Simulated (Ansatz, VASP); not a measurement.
## Ge2Sb2Te5 in VASP and in Ansatz

Contents of INCAR:

```
PREC     = Accurate       # precision mode
ENCUT    = 520            # plane-wave cutoff, eV
EDIFF    = 1E-7           # SCF threshold, eV
ISMEAR   = 0              # smearing method
SIGMA    = 0.03           # smearing width, eV
LREAL    = F              # projectors in reciprocal space
LASPH    = T              # aspherical terms in the spheres
NELM     = 80             # most SCF steps
ALGO     = Normal         # electronic algorithm
ISIF     = 2              # what is computed and relaxed
LWAVE    = F              # write WAVECAR
LCHARG   = F              # write CHGCAR
GGA      = PE             # functional
NBANDS   = 44             # bands
```

Contents of KPOINTS:

```
Automatic mesh
0
Gamma
  9 9 2
```

POSCAR

```
Ge2Sb2Te5
1.0
    4.4630000000      0.0000000000      0.0000000000
   -2.2315000000      3.8650713771      0.0000000000
    0.0000000000      0.0000000000     18.3880000000
Ge Sb Te
2 2 5
Direct
    0.0000000000      0.0000000000      0.3314713560
    0.0000000000      0.0000000000      0.6685286440
    0.3333333333      0.6666666667      0.1121550832
    0.6666666667      0.3333333333      0.8878449168
    0.0000000000      0.0000000000      0.0000000000
    0.3333333333      0.6666666667      0.7913602895
    0.6666666667      0.3333333333      0.2086397105
    0.3333333333      0.6666666667      0.4097504733
    0.6666666667      0.3333333333      0.5902495267
```

Input for Ansatz:

```yaml
crystal:
  lattice:
    - [4.463, 0.0, 0.0]
    - [-2.2315, 3.8650713771, 0.0]
    - [0.0, 0.0, 18.388]
  atoms:
    - { symbol: Ge, position: [0.0, 0.0, 0.331471356] }
    - { symbol: Ge, position: [0.0, 0.0, 0.668528644] }
    - { symbol: Sb, position: [0.3333333333, 0.6666666667, 0.1121550832] }
    - { symbol: Sb, position: [0.6666666667, 0.3333333333, 0.8878449168] }
    - { symbol: Te, position: [0.0, 0.0, 0.0] }
    - { symbol: Te, position: [0.3333333333, 0.6666666667, 0.7913602895] }
    - { symbol: Te, position: [0.6666666667, 0.3333333333, 0.2086397105] }
    - { symbol: Te, position: [0.3333333333, 0.6666666667, 0.4097504733] }
    - { symbol: Te, position: [0.6666666667, 0.3333333333, 0.5902495267] }
basis:
  ecutwfc: 420
kpoints:
  mp_grid: { grid: [9, 9, 2] }
hamiltonian:
  xc: pbe
  pseudopotentials: { kind: paw, azcp: { folder: soft_1 } }
scf:
  occupations: { method: gaussian, width: 0.03 }
output:
  forces: true
  stress: true
  eigenvalues: true
```

Alike in both runs: task single point; functional PBE; k mesh 9 × 9 × 2; occupations gaussian, width 0.03 eV; no spin polarisation.

|  | VASP | Ansatz |
| --- | --- | --- |
| version | VASP 6.6.1 | Ansatz 0.2.0 |
| potentials or method | VASP PAW PBE potentials, release 64 (Ge_d, Sb, Te), cutoff 520 eV | scalar-relativistic, plane waves, PAW |
| valence electrons in the cell | 68 | 138 |

```csv
,VASP,Ansatz,Ansatz less VASP
gap on the k mesh at the Fermi level (eV),0.16,0.16,+0.003
least direct gap on the mesh (eV),0.16,0.16,+0.003
pressure (GPa),-3.9,-3.9,+0.03
"traceless stress, the component that is largest in VASP (GPa)",0.73,0.73,+0.006
rms of the force components (eV/Å),0.206,0.210,+0.0035
```

Atom by atom the forces differ by 0.004 eV/Å (rms over components). The functional is the same, so the differences come from potentials, cutoffs and numerics. VASP's potentials hold 68 valence electrons a cell and Ansatz's 138, so a difference there can come from the potentials and not from the codes.

Neither program's run includes spin-orbit coupling.
